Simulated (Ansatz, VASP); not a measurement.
# Zr in VASP and in Ansatz

```xyz
1
Lattice="0.0000 2.3430 2.3430 2.3430 0.0000 2.3430 2.3430 2.3430 0.0000" Properties=species:S:1:pos:R:3 pbc="T T T"
Zr    0.0000    0.0000    0.0000
```

Alike in both runs: task single point; functional RPBE; k mesh 13 × 13 × 13; occupations fermi-dirac, width 0.1 eV; no spin polarisation.

```csv
,VASP,Ansatz
version,VASP 6.6.1,Ansatz 0.2.0
potentials or method,"VASP PAW PBE potentials, release 64 (Zr_sv), cutoff 520 eV","plane waves (420 eV) with PAW, scalar-relativistic"
valence electrons in the cell,12,12
```

|  | VASP | Ansatz | Ansatz less VASP |
| --- | --- | --- | --- |
| pressure (GPa) | -5.7 | -5.7 | +0.01 |

VASP's potentials were made for PBE, not for RPBE. The functional is the same, so the differences come from potentials, cutoffs and numerics.
